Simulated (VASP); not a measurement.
# Ge in VASP: single point with revPBE+D3(BJ)

Aim: the single point of Ge with revPBE+D3(BJ).

Program: VASP 6.6.1. These are calculated values, not measurements. Logs are shortened: lines on timing, memory, paths and dates and some standing lists are left out, and cuts for length are marked.

**1. The cell of the first run**

The cell holds a slab with vacuum, 6 atoms: a = 6.972 Å, b = 6.972 Å, c = 21.655 Å, α = 90.00°, β = 90.00°, γ = 120.00°.

**2. Single point, revPBE+D3(BJ)**

The input, INCAR:

```
SYSTEM = Ge
PREC = Accurate
ENCUT = 410
EDIFF = 1E-6
ISMEAR = 0
SIGMA = 0.04
LREAL = .False.
LASPH = .True.
NELM = 120
ALGO = Normal
ISIF = 2
LWAVE = .False.
LCHARG = .True.
LDIPOL = .True.
IDIPOL = 3
DIPOL = 0.5 0.5 0.621
GGA = RE
IVDW = 12
LELF = .True.
LVHAR = .True.
LVACPOTAV = .True.
NBANDS = 51
GGA_COMPAT = .False.
NELMDL = -8
```

The input, KPOINTS:

```
Automatic mesh
0
Gamma
  6 6 1
  0 0 0
```

The input, POSCAR:

```
Ge
1.0
    0.0000000000      6.9724141254      0.0000000000
   -6.0382877583     -3.4862070627      0.0000000000
    0.0000000000      0.0000000000     21.6548790199
Ge
6
Direct
    0.4761905185      0.0952381481      0.5987041103
    0.1428571852      0.4285714815      0.5953052041
    0.8095238519      0.7619048148      0.6066294559
    0.1478436519      0.7609294813      0.6408432872
    0.8104991853      0.1011999483      0.6408432872
    0.4702287183      0.4235850148      0.6408432872
```

Potentials or basis: VASP PAW PBE potentials, release 64 (Ge_d).

On the command line:

```
$ cat potpaw_PBE.64/Ge_d/POTCAR > POTCAR
$ mpirun -np 1 vasp_std > vasp.out
```

OUTCAR:

```text
SYSTEM = Ge
   PREC = Accurate
   ENCUT = 410
   EDIFF = 1E-6
   ISMEAR = 0
   LREAL = .False.
   LASPH = .True.
   NELM = 120
   ISIF = 2
   GGA = RE
   IVDW = 12
   NELMDL = -8
 IVDW          = 12

 ion  position               nearest neighbor table
   1  0.476  0.095  0.599-   4 2.48   5 2.48   6 2.48
   2  0.143  0.429  0.595-   4 2.50   6 2.50   5 2.50
   3  0.810  0.762  0.607-   4 2.48   5 2.48   6 2.48
   4  0.148  0.761  0.641-   3 2.48   1 2.48   2 2.50
   5  0.810  0.101  0.641-   3 2.48   1 2.48   2 2.50
   6  0.470  0.424  0.641-   3 2.48   1 2.48   2 2.50

  LATTYP: Found a hexagonal cell.
 ALAT       =     6.9724141254
 C/A-ratio  =     3.1057935789

  Lattice vectors:

 A1 = (   0.0000000000,   6.9724141254,   0.0000000000)
 A2 = (  -6.0382877583,  -3.4862070627,   0.0000000000)
 A3 = (   0.0000000000,   0.0000000000,  21.6548790199)

Analysis of symmetry for initial positions (statically):
=====================================================================
 Subroutine PRICEL returns:
 Original cell was already a primitive cell.

 Routine SETGRP: Setting up the symmetry group for a
 hexagonal supercell.

 Subroutine GETGRP returns: Found  3 space group operations
 (whereof  1 operations were pure point group operations)
 out of a pool of 24 trial point group operations.

The static configuration has the point symmetry C_1 .
 The point group associated with its full space group is C_3 .

Analysis of symmetry for dynamics (positions and initial velocities):
=====================================================================
 Subroutine PRICEL returns:
 Original cell was already a primitive cell.

 Routine SETGRP: Setting up the symmetry group for a
 hexagonal supercell.

 Subroutine GETGRP returns: Found  3 space group operations
 (whereof  1 operations were pure point group operations)
 out of a pool of 24 trial point group operations.

The dynamic configuration has the point symmetry C_1 .
 The point group associated with its full space group is C_3 .

 Subroutine INISYM returns: Found  3 space group operations
 (whereof  1 operations are pure point group operations),
 and found     1 'primitive' translations

----------------------------------------------------------------------------------------

                                     Primitive cell

  volume of cell :     911.7017

  direct lattice vectors                    reciprocal lattice vectors
     0.000000000  6.972414125  0.000000000    -0.082804931  0.143422347  0.000000000
    -6.038287758 -3.486207063  0.000000000    -0.165609862  0.000000000  0.000000000
     0.000000000  0.000000000 21.654879020     0.000000000  0.000000000  0.046178970

  length of vectors
     6.972414125  6.972414125 21.654879020     0.165609862  0.165609862  0.046178970

  position of ions in fractional coordinates (direct lattice)
     0.476190518  0.095238148  0.598704110
     0.142857185  0.428571482  0.595305204
     0.809523852  0.761904815  0.606629456
     0.147843652  0.760929481  0.640843287
     0.810499185  0.101199948  0.640843287
     0.470228718  0.423585015  0.640843287

  ion indices of the primitive-cell ions
   primitive index   ion index
                 1           1
                 2           2
                 3           3
                 4           4
                 5           5
                 6           6

----------------------------------------------------------------------------------------

 KPOINTS: Automatic mesh

Automatic generation of k-mesh.
 Grid dimensions read from file:
 generate k-points for:    6    6    1

 Generating k-lattice:

  Cartesian coordinates                     Fractional coordinates (reciprocal lattice)
    -0.013800822  0.023903725  0.000000000     0.166666667  0.000000000  0.000000000
    -0.027601644  0.000000000  0.000000000     0.000000000  0.166666667  0.000000000
     0.000000000  0.000000000  0.046178970     0.000000000  0.000000000  1.000000000

  Length of vectors
     0.027601644  0.027601644  0.046178970

  Shift w.r.t. Gamma in fractional coordinates (k-lattice)
     0.000000000  0.000000000  0.000000000

 Subroutine IBZKPT returns following result:
 ===========================================

 Found      8 irreducible k-points:

 Following reciprocal coordinates:
            Coordinates               Weight
  0.000000  0.000000  0.000000      1.000000
  0.166667  0.000000  0.000000      6.000000
  0.333333  0.000000  0.000000      6.000000
  0.500000  0.000000  0.000000      3.000000
  0.166667  0.166667  0.000000      6.000000
  0.333333  0.166667  0.000000      6.000000
 -0.333333  0.500000  0.000000      6.000000
  0.333333  0.333333  0.000000      2.000000
   k-points           NKPTS =      8   k-points in BZ     NKDIM =      8   number of bands    NBANDS=     51
   number of dos      NEDOS =    301   number of ions     NIONS =      6
   total plane-waves  NPLWV = 331776
   dimension x,y,z NGX =    48 NGY =   48 NGZ =  144
   dimension x,y,z NGXF=    96 NGYF=   96 NGZF=  288
   ions per type =               6
   NGX,Y,Z   is equivalent  to a cutoff of  11.44, 11.44, 11.05 a.u.
   NGXF,Y,Z  is equivalent  to a cutoff of  22.89, 22.89, 22.11 a.u.
 SYSTEM =  Ge
   PREC   = accura    normal or accurate (medium, high low for compatibility)
   ISTART =      0    job   : 0-new  1-cont  2-samecut
   ICHARG =      2    charge: 1-file 2-atom 10-const
   ISPIN  =      1    spin polarized calculation?
   LNONCOLLINEAR =      F non collinear calculations
   LSORBIT =      F    spin-orbit coupling
   LASPH  =      T    aspherical Exc in radial PAW
   ENCUT  =  410.0 eV  30.13 Ry    5.49 a.u.  11.51 11.51 35.75*2*pi/ulx,y,z
   NELM   =    120;   NELMIN=  2; NELMDL= -8     # of ELM steps
   EDIFF  = 0.1E-05   stopping-criterion for ELM
   LREAL  =      F    real-space projection
   EDIFFG = 0.1E-04   stopping-criterion for IOM
   NSW    =      0    number of steps for IOM
   IBRION =     -1    ionic relax: 0-MD 1-quasi-New 2-CG
   NFREE  =      0    steps in history (QN), initial steepest desc. (CG)
   ISIF   =      2    stress and relaxation
   ISYM   =      2    0-nonsym 1-usesym 2-fastsym
   POTIM  = 0.5000    time-step for ionic-motion
   TEBEG  =    0.0;   TEEND  =   0.0 temperature during run
   PSTRESS=    0.0 pullay stress
   NELECT =      84.0000    total number of electrons
   NUPDOWN=      -1.0000    fix difference up-down
   EMIN   =  10.00;   EMAX   =-10.00  energy-range for DOS
   EFERMI =   0.00;   METHOD = LEGACY
   ISMEAR =     0;   SIGMA  =   0.04  broadening in eV -4-tet -1-fermi 0-gaus
   EFERMI_NEDOS =   21; number of points for ismear=-14 and -15
   IALGO  =     38    algorithm
   IMIX   =      4    mixing-type and parameters
     AMIX     =   0.40;   BMIX     =  1.00
     AMIX_MAG =   1.60;   BMIX_MAG =  1.00
  volume/ion in A,a.u.               =     151.95      1025.41
  Fermi-wavevector in a.u.,A,eV,Ry     =   0.739407  1.397277  7.438618  0.546723
  Thomas-Fermi vector in A             =   1.833563
   LORBIT       =      0    0 simple, 1 ext, 2 COOP (PROOUT), +10 PAW based schemes
   GGA     = RE    functional components
   LHFCALC =     F    Hartree Fock is set to
   AEXX    =    0.0000 exact exchange contribution
   IVDW    =    12    specifies the selected vdW correction
   LEPSILON=     F    determine dielectric tensor
   LRPA    =     F    only Hartree local field effects (RPA)
 non-spin polarized calculation
 Gauss-broadening in eV      SIGMA  =   0.04
  energy-cutoff  :      410.00
  volume of cell :      911.70
 maximum number of plane-waves:     17267
 NGX is ok and might be reduce to    48
   NGX = 23   NGY = 23   NGZ = 71

 dipolmoment           0.000000      0.000000      0.000340 electrons x Angstroem

 number of electron      83.9999924 magnetization

 dipolmoment           0.000000      0.000000     -0.001774 electrons x Angstroem

 Free energy of the ion-electron system (eV)
  ---------------------------------------------------
  ext. energy  EPLUGINS =         0.00000000
  ---------------------------------------------------
  free energy    TOTEN  =       -22.64153089 eV

  energy without entropy =      -22.64141045  energy(sigma->0) =      -22.64147067

 E-fermi :  -2.9580     XC(G=0):  -2.1575

 val. band max:       -3.0198071412   @ k =   0.0000   0.0000   0.0000
 cond. band min:      -2.8887970332   @ k =   0.0000   0.0000   0.0000
 fundamental gap:      0.1310101079
 Fermi energy:        -2.9579925013

 k-point     1 :       0.0000    0.0000    0.0000
  band No.  band energies     occupation
      1     -27.3373      2.00000
      2     -27.3373      2.00000
      3     -27.3368      2.00000
      4     -27.3170      2.00000
      5     -27.3170      2.00000
      6     -27.3104      2.00000
[... 43 lines left out ...]
     50       1.2530      0.00000
     51       1.2530      0.00000

 k-point     2 :       0.1667    0.0000    0.0000
  band No.  band energies     occupation
      1     -27.3378      2.00000
      2     -27.3371      2.00000
      3     -27.3367      2.00000
      4     -27.3180      2.00000
      5     -27.3166      2.00000
      6     -27.3106      2.00000
[... 43 lines left out ...]
     50       1.3524      0.00000
     51       1.4135      0.00000

 k-point     3 :       0.3333    0.0000    0.0000
  band No.  band energies     occupation
      1     -27.3391      2.00000
      2     -27.3370      2.00000
      3     -27.3364      2.00000
      4     -27.3194      2.00000
      5     -27.3149      2.00000
      6     -27.3110      2.00000
[... 43 lines left out ...]
     50       1.4899      0.00000
     51       1.5316      0.00000
[... 163 lines left out ...]
 k-point     7 :      -0.3333    0.5000    0.0000
  band No.  band energies     occupation
      1     -27.3400      2.00000
      2     -27.3364      2.00000
      3     -27.3362      2.00000
      4     -27.3194      2.00000
      5     -27.3140      2.00000
      6     -27.3126      2.00000
[... 43 lines left out ...]
     50       1.6808      0.00000
     51       1.8322      0.00000

 k-point     8 :       0.3333    0.3333    0.0000
  band No.  band energies     occupation
      1     -27.3405      2.00000
      2     -27.3362      2.00000
      3     -27.3360      2.00000
      4     -27.3190      2.00000
      5     -27.3138      2.00000
      6     -27.3128      2.00000
[... 43 lines left out ...]
     50       1.5804      0.00000
     51       1.6257      0.00000

------------------------ aborting loop because EDIFF is reached ----------------------------------------

 Edisp (eV)   -1.83292

 E8    (eV) :    -1.3453

  FORCE on cell =-STRESS in cart. coord.  units (eV):
  Direction    XX          YY          ZZ          XY          YZ          ZX
  --------------------------------------------------------------------------------------
  -------------------------------------------------------------------------------------
  Total      -2.10042    -2.10042    -2.25225     0.00000    -0.00000     0.00000
  in kB      -3.69117    -3.69117    -3.95799     0.00000    -0.00000     0.00000
  external pressure =       -3.78 kB  Pullay stress =        0.00 kB

 VOLUME and BASIS-vectors are now :
 -----------------------------------------------------------------------------
  energy-cutoff  :      410.00
  volume of cell :      911.70
      direct lattice vectors                 reciprocal lattice vectors
     0.000000000  6.972414125  0.000000000    -0.082804931  0.143422347  0.000000000
    -6.038287758 -3.486207063  0.000000000    -0.165609862  0.000000000  0.000000000
     0.000000000  0.000000000 21.654879020     0.000000000  0.000000000  0.046178970

 POSITION                                       TOTAL-FORCE (eV/Angst)
 -----------------------------------------------------------------------------------
     -0.57508      2.98818     12.96487        -0.000000      0.000000      0.710181
     -2.58784     -0.49803     12.89126        -0.000000      0.000000      0.876866
     -4.60060      2.98818     13.13649        -0.000000      0.000000      0.547660
     -4.59471     -1.62193     13.87738         0.060119      0.009340     -0.711569
     -0.61107      5.29833     13.87738        -0.038148      0.047394     -0.711569
     -2.55773      1.80192     13.87738        -0.021971     -0.056734     -0.711569
 -----------------------------------------------------------------------------------
    total drift:                                0.000078     -0.000070      0.003182

  FREE ENERGIE OF THE ION-ELECTRON SYSTEM (eV)
  ---------------------------------------------------
  free  energy   TOTEN  =       -24.4744485773 eV

  energy  without entropy=      -24.4743281443  energy(sigma->0) =      -24.47438836

 vacuum level on the upper side and lower side of the slab         1.325         1.333
```

Run time: 9.3 min. Hardware: 1 thread of Oxide Virtual Turin-like, shared host; peak memory 0.73 GiB.

What came out:

| Property | Result |
| --- | --- |
| Free energy | -24.4744 eV |
| Largest force | 0.877 eV/Å |
| Band gap on the k mesh | 0.13 eV |
| Dispersion energy per atom | -0.305 eV |

Forces in eV/Å, atoms in the order of the input:
```
Ge   0.000  0.000  0.710
Ge   0.000  0.000  0.877
Ge   0.000  0.000  0.548
Ge   0.060  0.009 -0.712
Ge  -0.038  0.047 -0.712
Ge  -0.022 -0.057 -0.712
```

Caveat: the PAW data sets were made with another functional, which shifts forces and pressure a little.
